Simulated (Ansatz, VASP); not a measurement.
**Ti in VASP and in Ansatz**

Contents of INCAR:

```
SYSTEM = Ti
PREC = Accurate
ENCUT = 500
EDIFF = 1E-6
ISMEAR = 0
SIGMA = 0.1
LREAL = .FALSE.
LASPH = .TRUE.
NELM = 120
ALGO = Normal
ISIF = 2
LWAVE = .FALSE.
LCHARG = .FALSE.
GGA = PE
IVDW = 12
NBANDS = 12
GGA_COMPAT = .FALSE.
```

File KPOINTS:

```
regular mesh
0
G
  8 8 8
  0 0 0
```

POSCAR

```
Ti
1.0
    0.0000000000      2.0300000000      2.0300000000
    2.0300000000      0.0000000000      2.0300000000
    2.0300000000      2.0300000000      0.0000000000
Ti
1
Direct
    0.0000000000      0.0000000000      0.0000000000
```

Input for Ansatz:

```yaml
crystal:
  lattice:
    - [0.0, 2.03, 2.03]
    - [2.03, 0.0, 2.03]
    - [2.03, 2.03, 0.0]
  atoms:
    - { symbol: Ti, position: [0.0, 0.0, 0.0] }
basis:
  ecutwfc: 420
kpoints:
  mp_grid: { grid: [8, 8, 8] }
hamiltonian:
  xc: pbe
  dispersion: d3bj
scf:
  occupations: { method: gaussian, width: 0.1 }
output:
  forces: true
  stress: true
  eigenvalues: true
```

Alike in both runs: task single point; functional PBE; dispersion D3(BJ); k mesh 8 × 8 × 8; occupations gaussian, width 0.1 eV; no spin polarisation.

|  | VASP | Ansatz |
| --- | --- | --- |
| version | VASP 6.6.1 | Ansatz 0.2.0 |
| potentials or method | VASP PAW PBE potentials, release 64 (Ti_sv), cutoff 500 eV | scalar-relativistic, plane waves, PAW |
| valence electrons in the cell | 12 | 12 |

|  | VASP | Ansatz | Ansatz less VASP |
| --- | --- | --- | --- |
| gap on the k mesh at the Fermi level (eV) | none | none | - |
| pressure (GPa) | -2.2 | -1.9 | +0.37 |

A gap of «none» marks a metal or a gap that the smearing closes.
